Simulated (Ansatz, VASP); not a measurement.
## One calculation of MgH2, two programs

File POSCAR:

```
MgH2
1.0
    4.4848772627      0.0000000000      0.0000000000
    0.0000000000      4.4848772627      0.0000000000
    0.0000000000      0.0000000000      2.9964754819
Mg H
2 4
Direct
    0.0000000000      0.0000000000      0.0000000000
    0.5000000000      0.5000000000      0.5000000000
    0.3046815063      0.3046815063      0.0000000000
    0.1953184937      0.8046815063      0.5000000000
    0.8046815063      0.1953184937      0.5000000000
    0.6953184937      0.6953184937      0.0000000000
```

INCAR.step1

```
SYSTEM = MgH2
PREC     = Accurate       ! precision mode
ENCUT    = 520            ! plane-wave cutoff, eV
EDIFF    = 1E-5           ! SCF threshold, eV
ISMEAR   = 0              ! smearing method
SIGMA    = 0.01           ! smearing width, eV
LREAL    = .FALSE.        ! projectors in reciprocal space
LASPH    = .TRUE.         ! aspherical terms in the spheres
NELM     = 100            ! most SCF steps
ALGO     = Normal         ! electronic algorithm
ISIF     = 2              ! what is computed and relaxed
LWAVE    = .TRUE.         ! write WAVECAR
LCHARG   = .FALSE.        ! write CHGCAR
NBANDS   = 13             ! bands
GGA      = PE             ! functional
```

Contents of INCAR.step2:

```
SYSTEM = MgH2
PREC     = Accurate       ! precision mode
ENCUT    = 520            ! plane-wave cutoff, eV
EDIFF    = 1E-6           ! SCF threshold, eV
ISMEAR   = 0              ! smearing method
SIGMA    = 0.01           ! smearing width, eV
LREAL    = .FALSE.        ! projectors in reciprocal space
LASPH    = .TRUE.         ! aspherical terms in the spheres
NELM     = 100            ! most SCF steps
ALGO     = Normal         ! electronic algorithm
ISIF     = 2              ! what is computed and relaxed
LWAVE    = .FALSE.        ! write WAVECAR
LCHARG   = .FALSE.        ! write CHGCAR
GGA      = PE             ! functional
LHFCALC  = .TRUE.         ! exact exchange
HFSCREEN = 0.2079         ! screening, 1/A
PRECFOCK = Fast         
NBANDS   = 13             ! bands
ISTART   = 1
```

KPOINTS

```
regular mesh
0
G
  4 4 6
  0 0 0
```

Input for Ansatz:

```yaml
crystal:
  lattice:
    - [4.4848772627, 0.0, 0.0]
    - [0.0, 4.4848772627, 0.0]
    - [0.0, 0.0, 2.9964754819]
  atoms:
    - { symbol: Mg, position: [0.0, 0.0, 0.0] }
    - { symbol: Mg, position: [0.5, 0.5, 0.5] }
    - { symbol: H, position: [0.3046815063, 0.3046815063, 0.0] }
    - { symbol: H, position: [0.1953184937, 0.8046815063, 0.5] }
    - { symbol: H, position: [0.8046815063, 0.1953184937, 0.5] }
    - { symbol: H, position: [0.6953184937, 0.6953184937, 0.0] }
kpoints:
  mp_grid: { grid: [4, 4, 6] }
  band_path:
    path:
      - [0.0, 0.0, 0.0]
      - [0.0, 0.5, 0.0]
      - [0.5, 0.5, 0.0]
      - [0.0, 0.0, 0.5]
      - [0.0, 0.5, 0.5]
      - [0.5, 0.5, 0.5]
      - [0.15625, 0.15625, -0.085937]
      - [0.395833, 0.395833, -0.5]
      - [0.35, 0.35, 0.5]
    npoints: 1
hamiltonian:
  xc: hse06
scf:
  occupations: { method: fixed }
  n_extra_bands: 5
output:
  forces: true
  stress: true
  eigenvalues: true
```

Alike in both runs: task single point; functional HSE06; k mesh 4 × 4 × 6; no spin polarisation.

|  | VASP | Ansatz |
| --- | --- | --- |
| version | VASP 6.6.1 | Ansatz 0.2.0 |
| potentials or method | VASP PAW PBE potentials, release 64 (Mg, H) | plane waves, PAW |
| plane-wave cutoff (eV) | 520 | 420 |
| occupations | gaussian, width 0.01 eV | fixed |
| valence electrons in the cell | 8 | 24 |

Ansatz gave:

```
gap on the k mesh at the Fermi level (eV) : 5.08
pressure (GPa)                            : 0.1
rms of the force components (eV/Å)        : 0.003
```

Question: Estimate VASP's values.

Answer: gap on the k mesh at the Fermi level (eV): 5.04; pressure (GPa): -0.2; rms of the force components (eV/Å): 0.004.

Atom by atom the forces differ by 0.001 eV/Å (rms over components). VASP's potentials hold 8 valence electrons a cell and Ansatz's 24, so a difference there can come from the potentials and not from the codes. Ansatz's warnings: stress exchange threshold loose, stress scf threshold loose.
